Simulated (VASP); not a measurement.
A run of VASP 6.6.1 is set up as follows.

INCAR

```
PREC = Accurate ; ENCUT = 520
EDIFF = 1E-8 ; ISMEAR = -1
SIGMA = 0.01 ; LREAL = F
LASPH = T ; NELM = 60
ALGO = Normal ; ISIF = 2
LWAVE = F ; LCHARG = F
GGA = CA ; LEFG = T
NBANDS = 16
```

Contents of KPOINTS:

```
regular mesh
0
Gamma
  8 8 8
```

POSCAR

```
YS
1.0
    0.0000000000      2.7436500000      2.7436500000
    2.7436500000      0.0000000000      2.7436500000
    2.7436500000      2.7436500000      0.0000000000
Y S
1 1
Direct
    0.5000000000      0.5000000000      0.5000000000
    0.0000000000      0.0000000000      0.0000000000
```

Potentials or basis: VASP PAW LDA potentials, release 64 (Y_sv, S).

Launch:

```console
$ cat potpaw_LDA.64/Y_sv/POTCAR potpaw_LDA.64/S/POTCAR > POTCAR
$ mpirun -np 1 vasp_std > vasp.out
```

Q: Predict the pressure.

A: -3.8 GPa.

Caveat: without QUAD_EFG the Cq values of the log hold for a quadrupole moment of 1 mb, not for the nuclei.
